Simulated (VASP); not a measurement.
# SiOs2C2 (P6mm) in VASP: single point with PBE

Aim: the single point of SiOs2C2 with PBE.

Program: VASP 6.6.1. These are calculated values, not measurements. Logs are shortened: lines on timing, memory, paths and dates and some standing lists are left out, and cuts for length are marked.

**1. The cell of the first run**

Symmetry: P6mm, No. 183, hexagonal system. The conventional cell has a = 4.602 Å, b = 4.602 Å, c = 3.898 Å, α = 90.00°, β = 90.00°, γ = 120.00°. Within 3.5 Å of Si (site symmetry 6mm) lie 6 Os at 2.66 Å and 12 C at 3.29 to 3.30 Å. Within 2.5 Å of Os (site symmetry 3m) lie 2 C at 1.87 to 2.03 Å. C (site symmetry 3m) has 2 Os at 1.87 to 2.03 Å within 2.5 Å.

**2. Single point, PBE, collinear spin, ferromagnetic start**

INCAR reads:

```
  ALGO = Normal
  EDIFF = 1E-6
  ENCUT = 520
  GGA = PE
  ISIF = 2
  ISMEAR = 0
  ISPIN = 2
  LASPH = True
  LCHARG = False
  LMAXMIX = 4
  LORBIT = 11
  LREAL = False
  LWAVE = False
  MAGMOM = 0 1 1 0 0
  NBANDS = 26
  NELM = 150
  PREC = Accurate
  SIGMA = 0.1
```

KPOINTS reads:

```
k-points
0
Gamma
  6 6 4
```

POSCAR reads:

```
SiOs2C2
1.0
    4.6018228343      0.0000000000      0.0000000000
   -2.3009114172      3.9852954782      0.0000000000
    0.0000000000      0.0000000000      3.8984812817
Si Os C
1 2 2
Direct
    0.0000000000      0.0000000000      0.4166681112
    0.3333333333      0.6666666667      0.3991218646
    0.6666666667      0.3333333333      0.3991218646
    0.3333333333      0.6666666667      0.9194986348
    0.6666666667      0.3333333333      0.9194986348
```

Potentials or basis: VASP PAW PBE potentials, release 64 (Si, Os, C).

The run is started by

```sh
cat potpaw_PBE.64/Si/POTCAR potpaw_PBE.64/Os/POTCAR potpaw_PBE.64/C/POTCAR > POTCAR
mpirun -np 1 vasp_std > vasp.out
```

OUTCAR:

```text
EDIFF = 1E-6
   ENCUT = 520
   GGA = PE
   ISIF = 2
   ISMEAR = 0
   ISPIN = 2
   LASPH = True
   LORBIT = 11
   LREAL = False
   NELM = 150
   PREC = Accurate

 ion  position               nearest neighbor table
   1  0.000  0.000  0.417-   2 2.66   3 2.66   3 2.66   2 2.66   3 2.66   2 2.66
   2  0.333  0.667  0.399-   4 1.87   4 2.03   3 2.66   3 2.66   3 2.66   1 2.66   1 2.66   1 2.66

   3  0.667  0.333  0.399-   5 1.87   5 2.03   2 2.66   2 2.66   2 2.66   1 2.66   1 2.66   1 2.66

   4  0.333  0.667  0.919-   2 1.87   2 2.03
   5  0.667  0.333  0.919-   3 1.87   3 2.03

  LATTYP: Found a hexagonal cell.
 ALAT       =     4.6018228343
 C/A-ratio  =     0.8471602280

  Lattice vectors:

 A1 = (   4.6018228343,   0.0000000000,   0.0000000000)
 A2 = (  -2.3009114172,   3.9852954782,   0.0000000000)
 A3 = (   0.0000000000,   0.0000000000,   3.8984812817)

Analysis of symmetry for initial positions (statically):
=====================================================================
 Subroutine PRICEL returns:
 Original cell was already a primitive cell.

 Routine SETGRP: Setting up the symmetry group for a
 hexagonal supercell.

 Subroutine GETGRP returns: Found 12 space group operations
 (whereof 12 operations were pure point group operations)
 out of a pool of 24 trial point group operations.

The static configuration has the point symmetry C_6v.

Analysis of symmetry for dynamics (positions and initial velocities):
=====================================================================
 Subroutine PRICEL returns:
 Original cell was already a primitive cell.

 Routine SETGRP: Setting up the symmetry group for a
 hexagonal supercell.

 Subroutine GETGRP returns: Found 12 space group operations
 (whereof 12 operations were pure point group operations)
 out of a pool of 24 trial point group operations.

The dynamic configuration has the point symmetry C_6v.

Analysis of structural, dynamic, and magnetic symmetry:
=====================================================================
 Subroutine PRICEL returns:
 Original cell was already a primitive cell.

 Routine SETGRP: Setting up the symmetry group for a
 hexagonal supercell.

 Subroutine GETGRP returns: Found 12 space group operations
 (whereof 12 operations were pure point group operations)
 out of a pool of 24 trial point group operations.

The overall configuration has the point symmetry C_6v.

 Subroutine INISYM returns: Found 12 space group operations
 (whereof 12 operations are pure point group operations),
 and found     1 'primitive' translations

----------------------------------------------------------------------------------------

                                     Primitive cell

  volume of cell :      71.4967

  direct lattice vectors                    reciprocal lattice vectors
     4.601822834  0.000000000  0.000000000     0.217305193  0.125461212  0.000000000
    -2.300911417  3.985295478  0.000000000     0.000000000  0.250922424  0.000000000
     0.000000000  0.000000000  3.898481282     0.000000000  0.000000000  0.256510145

  length of vectors
     4.601822834  4.601822834  3.898481282     0.250922424  0.250922424  0.256510145

  position of ions in fractional coordinates (direct lattice)
     0.000000000  0.000000000  0.416668111
     0.333333333  0.666666667  0.399121865
     0.666666667  0.333333333  0.399121865
     0.333333333  0.666666667  0.919498635
     0.666666667  0.333333333  0.919498635

  ion indices of the primitive-cell ions
   primitive index   ion index
                 1           1
                 2           2
                 3           3
                 4           4
                 5           5

----------------------------------------------------------------------------------------

 KPOINTS: k-points

Automatic generation of k-mesh.
 Grid dimensions read from file:
 generate k-points for:    6    6    4

 Generating k-lattice:

  Cartesian coordinates                     Fractional coordinates (reciprocal lattice)
     0.036217532  0.020910202  0.000000000     0.166666667  0.000000000  0.000000000
     0.000000000  0.041820404  0.000000000     0.000000000  0.166666667  0.000000000
     0.000000000  0.000000000  0.064127536     0.000000000  0.000000000  0.250000000

  Length of vectors
     0.041820404  0.041820404  0.064127536

  Shift w.r.t. Gamma in fractional coordinates (k-lattice)
     0.000000000  0.000000000  0.000000000

 Subroutine IBZKPT returns following result:
 ===========================================

 Found     21 irreducible k-points:

 Following reciprocal coordinates:
            Coordinates               Weight
  0.000000  0.000000  0.000000      1.000000
  0.166667  0.000000  0.000000      6.000000
  0.333333  0.000000  0.000000      6.000000
  0.500000  0.000000  0.000000      3.000000
  0.166667  0.166667  0.000000      6.000000
  0.333333  0.166667  0.000000     12.000000
[... 13 lines left out ...]
  0.333333  0.166667  0.500000     12.000000
  0.333333  0.333333  0.500000      2.000000
   k-points           NKPTS =     21   k-points in BZ     NKDIM =     21   number of bands    NBANDS=     26
   number of dos      NEDOS =    301   number of ions     NIONS =      5
   total plane-waves  NPLWV =  38880
   dimension x,y,z NGX =    36 NGY =   36 NGZ =   30
   dimension x,y,z NGXF=    72 NGYF=   72 NGZF=   60
   ions per type =               1   2   2
   NGX,Y,Z   is equivalent  to a cutoff of  13.01, 13.01, 12.79 a.u.
   NGXF,Y,Z  is equivalent  to a cutoff of  26.01, 26.01, 25.59 a.u.
 SYSTEM =  unknown system
   PREC   = accura    normal or accurate (medium, high low for compatibility)
   ISTART =      0    job   : 0-new  1-cont  2-samecut
   ICHARG =      2    charge: 1-file 2-atom 10-const
   ISPIN  =      2    spin polarized calculation?
   LNONCOLLINEAR =      F non collinear calculations
   LSORBIT =      F    spin-orbit coupling
   LASPH  =      T    aspherical Exc in radial PAW
   ENCUT  =  520.0 eV  38.22 Ry    6.18 a.u.   8.56  8.56  7.25*2*pi/ulx,y,z
   NELM   =    150;   NELMIN=  2; NELMDL= -5     # of ELM steps
   EDIFF  = 0.1E-05   stopping-criterion for ELM
   LREAL  =      F    real-space projection
   EDIFFG = 0.1E-04   stopping-criterion for IOM
   NSW    =      0    number of steps for IOM
   IBRION =     -1    ionic relax: 0-MD 1-quasi-New 2-CG
   NFREE  =      0    steps in history (QN), initial steepest desc. (CG)
   ISIF   =      2    stress and relaxation
   ISYM   =      2    0-nonsym 1-usesym 2-fastsym
   POTIM  = 0.5000    time-step for ionic-motion
   TEBEG  =    0.0;   TEEND  =   0.0 temperature during run
   PSTRESS=    0.0 pullay stress
   NELECT =      28.0000    total number of electrons
   NUPDOWN=      -1.0000    fix difference up-down
   EMIN   =  10.00;   EMAX   =-10.00  energy-range for DOS
   EFERMI =   0.00;   METHOD = LEGACY
   ISMEAR =     0;   SIGMA  =   0.10  broadening in eV -4-tet -1-fermi 0-gaus
   EFERMI_NEDOS =   21; number of points for ismear=-14 and -15
   IALGO  =     38    algorithm
   IMIX   =      4    mixing-type and parameters
     AMIX     =   0.40;   BMIX     =  1.00
     AMIX_MAG =   1.60;   BMIX_MAG =  1.00
  volume/ion in A,a.u.               =      14.30        96.50
  Fermi-wavevector in a.u.,A,eV,Ry     =   1.197748  2.263416 19.518930  1.434601
  Thomas-Fermi vector in A             =   2.333655
   LORBIT       =     11    0 simple, 1 ext, 2 COOP (PROOUT), +10 PAW based schemes
   GGA     = PE    functional components
   LHFCALC =     F    Hartree Fock is set to
   AEXX    =    0.0000 exact exchange contribution
   IVDW    =     0    specifies the selected vdW correction
   LEPSILON=     F    determine dielectric tensor
   LRPA    =     F    only Hartree local field effects (RPA)
 spin polarized calculation
 Gauss-broadening in eV      SIGMA  =   0.10
  energy-cutoff  :      520.00
  volume of cell :       71.50
 maximum number of plane-waves:      1946
 NGX is ok and might be reduce to    36
   NGX = 17   NGY = 17   NGZ = 15

 number of electron      28.0000000 magnetization      -0.0889095

 number of electron      28.0000000 magnetization       0.0037173

 Free energy of the ion-electron system (eV)
  ---------------------------------------------------
  ext. energy  EPLUGINS =         0.00000000
  ---------------------------------------------------
  free energy    TOTEN  =       -39.99807648 eV

  energy without entropy =      -39.98426693  energy(sigma->0) =      -39.99117170

 E-fermi :   6.4166     XC(G=0): -11.4356

 val. band max:        6.4047559350   @ k =   0.3333   0.3333   0.5000
 cond. band min:       6.4401924891   @ k =   0.1667   0.0000   0.2500
 fundamental gap:      0.0354365542
 Fermi energy:         6.4165655265

 spin component 1

 k-point     1 :       0.0000    0.0000    0.0000
  band No.  band energies     occupation
      1      -6.8296      1.00000
      2      -3.8631      1.00000
      3      -3.0526      1.00000
      4       1.1972      1.00000
      5       1.1972      1.00000
      6       2.6894      1.00000
[... 18 lines left out ...]
     25      12.9924      0.00000
     26      15.6637      0.00000

 k-point     2 :       0.1667    0.0000    0.0000
  band No.  band energies     occupation
      1      -6.6501      1.00000
      2      -4.0632      1.00000
      3      -2.8964      1.00000
      4       0.6125      1.00000
      5       1.2949      1.00000
      6       2.5925      1.00000
[... 18 lines left out ...]
     25      14.6575      0.00000
[... 521 lines left out ...]
     25      16.1956      0.00000
     26      17.3208      0.00000

 k-point    21 :       0.3333    0.3333    0.5000
  band No.  band energies     occupation
      1      -3.2060      1.00000
      2      -3.2060      1.00000
      3      -2.1619      1.00000
      4      -0.5053      1.00000
      5      -0.3802      1.00000
      6      -0.3802      1.00000
[... 18 lines left out ...]
     25      15.2031      0.00000
     26      17.4887      0.00000
 Fermi energy:         6.4165655265

 spin component 2

 k-point     1 :       0.0000    0.0000    0.0000
  band No.  band energies     occupation
      1      -6.8292      1.00000
      2      -3.8631      1.00000
      3      -3.0510      1.00000
      4       1.1977      1.00000
      5       1.1977      1.00000
      6       2.6896      1.00000
[... 18 lines left out ...]
     25      12.9927      0.00000
     26      15.6673      0.00000

 k-point     2 :       0.1667    0.0000    0.0000
  band No.  band energies     occupation
      1      -6.6497      1.00000
      2      -4.0632      1.00000
      3      -2.8946      1.00000
      4       0.6132      1.00000
      5       1.2954      1.00000
      6       2.5928      1.00000
[... 18 lines left out ...]
     25      14.6583      0.00000
[... 521 lines left out ...]
     25      16.1968      0.00000
     26      17.3218      0.00000

 k-point    21 :       0.3333    0.3333    0.5000
  band No.  band energies     occupation
      1      -3.2060      1.00000
      2      -3.2060      1.00000
      3      -2.1597      1.00000
      4      -0.5042      1.00000
      5      -0.3802      1.00000
      6      -0.3802      1.00000
[... 18 lines left out ...]
     25      15.2060      0.00000
     26      17.4893      0.00000

------------------------ aborting loop because EDIFF is reached ----------------------------------------

  FORCE on cell =-STRESS in cart. coord.  units (eV):
  Direction    XX          YY          ZZ          XY          YZ          ZX
  --------------------------------------------------------------------------------------
  -------------------------------------------------------------------------------------
  Total        0.1114885      0.1114885      1.0165443     -0.0000000      0.0000000      0.0000000
  in kB        2.4983596      2.4983596     22.7798581     -0.0000000      0.0000000      0.0000000
  external PRESSURE =       9.2588591 kB  Pullay stress =       0.0000000 kB

 VOLUME and BASIS-vectors are now :
 -----------------------------------------------------------------------------
  energy-cutoff  :      520.00
  volume of cell :       71.50
      direct lattice vectors                 reciprocal lattice vectors
     4.601822834  0.000000000  0.000000000     0.217305193  0.125461212  0.000000000
    -2.300911417  3.985295478  0.000000000     0.000000000  0.250922424  0.000000000
     0.000000000  0.000000000  3.898481282     0.000000000  0.000000000  0.256510145

 POSITION                                       TOTAL-FORCE (eV/Angst)
 -----------------------------------------------------------------------------------
      0.00000      0.00000      1.62437        -0.000000      0.000000      0.007789
     -0.00000      2.65686      1.55597         0.000000     -0.000000      0.108609
      2.30091      1.32843      1.55597        -0.000000     -0.000000      0.108609
     -0.00000      2.65686      3.58465        -0.000000      0.000000     -0.112503
      2.30091      1.32843      3.58465         0.000000     -0.000000     -0.112503
 -----------------------------------------------------------------------------------
    total drift:                               -0.000000     -0.000000      0.000174

  FREE ENERGIE OF THE ION-ELECTRON SYSTEM (eV)
  ---------------------------------------------------
  free  energy   TOTEN  =       -39.9980764770 eV

  energy  without entropy=      -39.9842669292  energy(sigma->0) =      -39.99117170

 total charge

# of ion       s       p       d       tot
------------------------------------------
    1        0.790   0.703   0.000   1.493
    2        0.675   0.850   6.166   7.691
    3        0.675   0.850   6.166   7.691
    4        0.980   1.299   0.000   2.279
    5        0.980   1.299   0.000   2.279
--------------------------------------------------
tot          4.101   5.000  12.332  21.433

 magnetization (x)

# of ion       s       p       d       tot
------------------------------------------
    1        0.000   0.001   0.000   0.001
    2        0.000  -0.000   0.000   0.000
    3        0.000  -0.000   0.000   0.000
    4        0.000  -0.000   0.000   0.000
    5        0.000  -0.000   0.000   0.000
--------------------------------------------------
tot          0.001   0.001   0.000   0.002
```

Wall time 66 s (1 thread of Intel Xeon Platinum 8488C (Sapphire Rapids), shared host); peak memory 0.25 GiB.

What came out:

```yaml
Free_energy: -39.9981 eV
Pressure: 0.9 GPa
Largest_force: 0.113 eV/Å
Band_gap_on_the_k_mesh: zero (filled and empty bands overlap)
Net_moment: 0.00 μB per cell
Valence_electrons_inside_the_program's_atomic_spheres: Si 1.49; Os 7.69; C 2.28
```

Forces on the atoms (eV/Å):
```
Si   0.000  0.000  0.008
Os   0.000  0.000  0.109
Os   0.000  0.000  0.109
C    0.000  0.000 -0.113
C    0.000  0.000 -0.113
```

Caveat: the k points lie up to 0.40 Å⁻¹ apart; spin-orbit coupling is left out, which moves the levels of the heavy elements.
